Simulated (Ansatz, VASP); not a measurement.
Two plane-wave programs on Li2B

```
CELL_PARAMETERS angstrom
2.05955 0.00000 0.00000
-1.02978 1.78362 0.00000
0.00000 0.00000 10.96604
ATOMIC_POSITIONS crystal
Li 0.66667 0.33333 0.90800
Li 0.66667 0.33333 0.09200
B 0.33333 0.66667 0.00000
```

Change from the starting cell: species swapped into the WS2 type (P-6m2, No. 187).

Alike in both runs: task relaxation of cell and atoms; functional PBE; k mesh 12 × 12 × 2; occupations gaussian, width 0.1 eV; no spin polarisation.

|  | VASP | Ansatz |
| --- | --- | --- |
| version | VASP 6.6.1 | Ansatz 0.2.0 |
| potentials or method | VASP PAW PBE potentials, release 64 (Li_sv, B_h), cutoff 910 eV | scalar-relativistic, plane waves, PAW |
| valence electrons in the cell | 9 | 9 |

VASP gave:

- gap on the k mesh at the Fermi level, each at its own relaxed structure (eV): none
- relaxed volume (Å³/atom): 26.72
- relaxed length of the cell vector where the two differ most in proportion (Å): 12.586

Which values does Ansatz return?

gap on the k mesh at the Fermi level, each at its own relaxed structure (eV): none; relaxed volume (Å³/atom): 11.18; relaxed length of the cell vector where the two differ most in proportion (Å): 6.302.

A gap of «none» marks a metal or a gap that the smearing closes. One of these differences is far larger than is usual between the two programs; its cause wasn't traced.

Noted on VASP's run: the volume moved by over 15 % at a fixed basis, so the end points are rough.
